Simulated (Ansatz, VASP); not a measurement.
**One calculation of VN, two programs**

The input INCAR:

```
SYSTEM = VN
PREC     = Accurate       ! precision mode
ENCUT    = 600            ! plane-wave cutoff, eV
EDIFF    = 1E-6           ! SCF threshold, eV
ISMEAR   = 0              ! smearing method
SIGMA    = 0.05           ! smearing width, eV
LREAL    = .FALSE.        ! projectors in reciprocal space
LASPH    = .TRUE.         ! aspherical terms in the spheres
NELM     = 200            ! most SCF steps
ALGO     = Normal         ! electronic algorithm
ISIF     = 2              ! what is computed and relaxed
LWAVE    = .FALSE.        ! write WAVECAR
LCHARG   = .FALSE.        ! write CHGCAR
ISPIN    = 2              ! spin polarisation
MAGMOM   = 0.05 0         ! initial moments
LORBIT   = 11             ! projections on sites
LMAXMIX  = 4              ! l up to which the mixer works
GGA      = RP             ! functional
IVDW     = 13             ! dispersion correction
NBANDS   = 20             ! bands
GGA_COMPAT= .FALSE.
```

Contents of KPOINTS:

```
regular mesh
0
G
  10 10 10
  0 0 0
```

File POSCAR:

```
VN
1.0
    0.0000000000      2.0282586577      2.0282586577
    2.0282586577      0.0000000000      2.0282586577
    2.0282586577      2.0282586577      0.0000000000
V N
1 1
Direct
    0.0000000000      0.0000000000      0.0000000000
    0.5000000000      0.5000000000      0.5000000000
```

Input for Ansatz:

```yaml
crystal:
  lattice:
    - [0.0, 2.0282586577, 2.0282586577]
    - [2.0282586577, 0.0, 2.0282586577]
    - [2.0282586577, 2.0282586577, 0.0]
  atoms:
    - { symbol: V, position: [0.0, 0.0, 0.0], spin: 0.05 }
    - { symbol: "N", position: [0.5, 0.5, 0.5] }
basis:
  ecutwfc: 420
  ecutrho_ratio: 4
kpoints:
  mp_grid: { grid: [10, 10, 10] }
hamiltonian:
  xc: rpbe
  dispersion: d4
scf:
  occupations: { method: gaussian, width: 0.05 }
output:
  forces: true
  stress: true
  eigenvalues: true
  populations: true
magnetization:
  spin_polarized: true
```

Alike in both runs: task single point; functional RPBE; dispersion D4; k mesh 10 × 10 × 10; occupations gaussian, width 0.05 eV; collinear spin.

|  | VASP | Ansatz |
| --- | --- | --- |
| version | VASP 6.6.1 | Ansatz 0.2.0 |
| potentials or method | VASP PAW PBE potentials, release 64 (V_sv, N), cutoff 600 eV | scalar-relativistic, plane waves, PAW |
| valence electrons in the cell | 18 | 18 |

```tsv
	VASP	Ansatz	Ansatz less VASP
gap on the k mesh at the Fermi level (eV)	none	none	-
pressure (GPa)	1.1	0.1	-0.97
net moment per atom (μB)	0.00	0.00	-0.002
```

VASP's potentials were made for PBE, not for RPBE. A gap of «none» marks a metal or a gap that the smearing closes. Ansatz's warnings: seeded moment not kept.
